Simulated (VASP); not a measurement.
# TePb (Fm-3m) in VASP: further runs, part 2 of 2

VASP 6.6.1. The steps go on from the part before.

**3. Single point, PBE**

This run uses another cell than the first one, of 35.44 Å³/atom.

Input file INCAR:

```
SYSTEM = TePb
PREC = Accurate
ENCUT = 520
EDIFF = 1E-6
ISMEAR = 0
SIGMA = 0.01
LREAL = .False.
LASPH = .True.
NELM = 100
ALGO = Normal
ISIF = 2
LWAVE = .False.
LCHARG = .False.
GGA = PE
NBANDS = 17
```

Input file KPOINTS:

```
Automatic mesh
0
Gamma
  6 6 6
  0 0 0
```

Input file POSCAR:

```
TePb
1.0
    0.0000000000      3.2846542090      3.2846542090
    3.2846542090      0.0000000000      3.2846542090
    3.2846542090      3.2846542090      0.0000000000
Pb Te
1 1
Direct
    0.0000000000      0.0000000000      0.0000000000
    0.5000000000      0.5000000000      0.5000000000
```

Potentials or basis: VASP PAW PBE potentials, release 64 (Pb_d, Te).

Launch:

```console
$ cat potpaw_PBE.64/Pb_d/POTCAR potpaw_PBE.64/Te/POTCAR > POTCAR
$ mpirun -np 1 vasp_std > vasp.out
```

OUTCAR:

```text
SYSTEM = TePb
   PREC = Accurate
   ENCUT = 520
   EDIFF = 1E-6
   ISMEAR = 0
   LREAL = .False.
   LASPH = .True.
   NELM = 100
   ISIF = 2
   GGA = PE

 ion  position               nearest neighbor table
   1  0.000  0.000  0.000-   2 3.28   2 3.28   2 3.28   2 3.28   2 3.28   2 3.28
   2  0.500  0.500  0.500-   1 3.28   1 3.28   1 3.28   1 3.28   1 3.28   1 3.28

  LATTYP: Found a face centered cubic cell.
 ALAT       =     6.5693084180

  Lattice vectors:

 A1 = (   0.0000000000,   3.2846542090,   3.2846542090)
 A2 = (   3.2846542090,   0.0000000000,   3.2846542090)
 A3 = (   3.2846542090,   3.2846542090,   0.0000000000)

Analysis of symmetry for initial positions (statically):
=====================================================================
 Subroutine PRICEL returns:
 Original cell was already a primitive cell.

 Routine SETGRP: Setting up the symmetry group for a
 face centered cubic supercell.

 Subroutine GETGRP returns: Found 48 space group operations
 (whereof 48 operations were pure point group operations)
 out of a pool of 48 trial point group operations.

The static configuration has the point symmetry O_h .

[... 151 lines left out ...]

 E-fermi :   5.0429     XC(G=0):  -9.0799

 val. band max:        4.9941813501   @ k =   0.5000   0.0000   0.0000
 cond. band min:       5.8265799628   @ k =   0.5000   0.0000   0.0000
 fundamental gap:      0.8323986127
 Fermi energy:         5.0428697500

 k-point     1 :       0.0000    0.0000    0.0000
  band No.  band energies     occupation
      1     -11.6480      2.00000
      2     -11.6480      2.00000
      3     -11.6424      2.00000
      4     -11.6424      2.00000
      5     -11.6424      2.00000
      6      -6.6197      2.00000
[... 297 lines left out ...]
      4     -11.6288      2.00000
      5     -11.6213      2.00000
      6      -5.0069      2.00000
[... 9 lines left out ...]
     16      15.5290      0.00000
     17      16.3340      0.00000

------------------------ aborting loop because EDIFF is reached ----------------------------------------

  FORCE on cell =-STRESS in cart. coord.  units (eV):
  Direction    XX          YY          ZZ          XY          YZ          ZX
  --------------------------------------------------------------------------------------
  -------------------------------------------------------------------------------------
  Total       -0.0248297     -0.0248297     -0.0248297      0.0000000      0.0000000     -0.0000000
  in kB       -0.5612837     -0.5612837     -0.5612837      0.0000000      0.0000000     -0.0000000
  external PRESSURE =      -0.5612837 kB  Pullay stress =       0.0000000 kB

 VOLUME and BASIS-vectors are now :
 -----------------------------------------------------------------------------
  energy-cutoff  :      520.00
  volume of cell :       70.88
      direct lattice vectors                 reciprocal lattice vectors
     0.000000000  3.284654209  3.284654209    -0.152223025  0.152223025  0.152223025
     3.284654209  0.000000000  3.284654209     0.152223025 -0.152223025  0.152223025
     3.284654209  3.284654209  0.000000000     0.152223025  0.152223025 -0.152223025

 POSITION                                       TOTAL-FORCE (eV/Angst)
 -----------------------------------------------------------------------------------
      0.00000      0.00000      0.00000        -0.000000     -0.000000     -0.000000
      3.28465      3.28465      3.28465         0.000000      0.000000      0.000000
 -----------------------------------------------------------------------------------
    total drift:                               -0.000000      0.000000      0.000000

  FREE ENERGIE OF THE ION-ELECTRON SYSTEM (eV)
  ---------------------------------------------------
  free  energy   TOTEN  =        -7.5238880532 eV

  energy  without entropy=       -7.5238880532  energy(sigma->0) =       -7.52388805
```

stdout:

```text
POSCAR found type information on POSCAR PbTe
 POSCAR found :  2 types and       2 ions
 scaLAPACK will be used
 LDA part: xc-table for (Slater+PW92), standard interpolation
 POSCAR, INCAR and KPOINTS ok, starting setup
 FFT: planning ... GRIDC
 FFT: planning ... GRID_SOFT
 FFT: planning ... GRID
 WAVECAR not read
 entering main loop
```

Wall time 17 s (1 thread of Intel Xeon Platinum 8259CL at 2.50GHz (Skylake/Cascade Lake), shared host); peak memory 0.2 GiB.

Results:

```
Free energy            : -7.5239 eV
Pressure               : -0.1 GPa
Band gap on the k mesh : 0.83 eV
```

Caveat: spin-orbit coupling is left out, which moves the levels of the heavy elements.

**4. Single point, PBE (34.37 Å³/atom)**

This run uses another cell than the first one, of 34.37 Å³/atom.

Input file INCAR:

```
SYSTEM = TePb
PREC = Accurate ; ENCUT = 520
EDIFF = 1E-6 ; ISMEAR = 0
SIGMA = 0.01 ; LREAL = .False.
LASPH = .True. ; NELM = 80
ALGO = Normal ; ISIF = 2
LWAVE = .False. ; LCHARG = .False.
GGA = PE ; NBANDS = 17
```

KPOINTS is that of step 3.

Input file POSCAR:

```
TePb
1.0
    0.0000000000      3.2514736151      3.2514736151
    3.2514736151      0.0000000000      3.2514736151
    3.2514736151      3.2514736151      0.0000000000
Pb Te
1 1
Direct
    0.0000000000      0.0000000000      0.0000000000
    0.5000000000      0.5000000000      0.5000000000
```

Launch:

```console
$ cat potpaw_PBE.64/Pb_d/POTCAR potpaw_PBE.64/Te/POTCAR > POTCAR
$ mpirun -np 1 vasp_std > vasp.out
```

Wall time 16 s (1 thread of Intel Xeon Platinum 8259CL at 2.50GHz (Skylake/Cascade Lake), shared host); peak memory 0.2 GiB.

Results (log left out):

```
Free energy            : -7.5157 eV
Pressure               : 1.2 GPa
Band gap on the k mesh : 0.77 eV
```

Levels at points of the mesh, in eV from the valence-band top:
| k point | band 8 | band 9 | band 10 | band 11 | band 12 | band 13 |
| --- | --- | --- | --- | --- | --- | --- |
| (0.00, 0.00, 0.00) | -1.27 | -1.27 | -1.27 | 4.06 | 4.06 | 4.06 |
| (0.50, 0.00, 0.00) | -0.83 | -0.83 | 0.00 | 0.77 | 1.32 | 1.32 |
| (0.50, 0.50, 0.00) | -4.35 | -2.69 | -2.69 | 3.38 | 5.41 | 5.41 |

Caveat: spin-orbit coupling is left out, which moves the levels of the heavy elements. A k mesh can miss the band edges.

**5. Single point, PBE (36.50 Å³/atom)**

This run uses another cell than the first one, of 36.50 Å³/atom.

Input file INCAR:

```
SYSTEM = TePb
PREC = Accurate ; ENCUT = 520
EDIFF = 1E-6 ; ISMEAR = 0
SIGMA = 0.01 ; LREAL = .FALSE.
LASPH = .TRUE. ; NELM = 60
ALGO = Normal ; ISIF = 2
LWAVE = .FALSE. ; LCHARG = .FALSE.
GGA = PE ; NBANDS = 17
```

Input file KPOINTS:

```
Automatic mesh
0
G
  6 6 6
  0 0 0
```

Input file POSCAR:

```
TePb
1.0
    0.0000000000      3.3171776530      3.3171776530
    3.3171776530      0.0000000000      3.3171776530
    3.3171776530      3.3171776530      0.0000000000
Pb Te
1 1
Direct
    0.0000000000      0.0000000000      0.0000000000
    0.5000000000      0.5000000000      0.5000000000
```

Launch:

```console
$ cat potpaw_PBE.64/Pb_d/POTCAR potpaw_PBE.64/Te/POTCAR > POTCAR
$ mpirun -np 1 vasp_std > vasp.out
```

It took 17 s on 1 thread of Intel Xeon Platinum 8259CL at 2.50GHz (Skylake/Cascade Lake), shared host; peak memory 0.21 GiB.

Results (log left out):

- Free energy: -7.5166 eV
- Pressure: -1.1 GPa
- Band gap on the k mesh: 0.88 eV

Levels at points of the mesh, in eV from the valence-band top:
```tsv
k point	band 8	band 9	band 10	band 11	band 12	band 13
(0.00, 0.00, 0.00)	-1.05	-1.05	-1.05	3.99	3.99	3.99
(0.50, 0.00, 0.00)	-0.64	-0.64	0.00	0.88	1.46	1.46
(0.50, 0.50, 0.00)	-3.89	-2.35	-2.35	3.63	5.20	5.20
```

Caveat: spin-orbit coupling is left out, which moves the levels of the heavy elements.

**6. The runs side by side**

```csv
cell,gap on the mesh (eV),pressure (GPa)
"a = 4.550 Å, angles 60.0°, 2 atoms",0.71,2.7
"a = 4.645 Å, angles 60.0°, 2 atoms",0.83,-0.1
"a = 4.598 Å, angles 60.0°, 2 atoms",0.77,1.2
"a = 4.691 Å, angles 60.0°, 2 atoms",0.88,-1.1
```

Alike in all rows: task single point; level PBE; potentials or basis VASP PAW PBE potentials, release 64 (Pb_d, Te); no spin polarisation; k mesh 6 × 6 × 6; cutoff (eV) 520; smearing gaussian 0.01 eV.

Caveats: spin-orbit coupling is left out, which moves the levels of the heavy elements.

Total energies depend on the potentials used, so only differences within one code and one set of settings carry meaning.
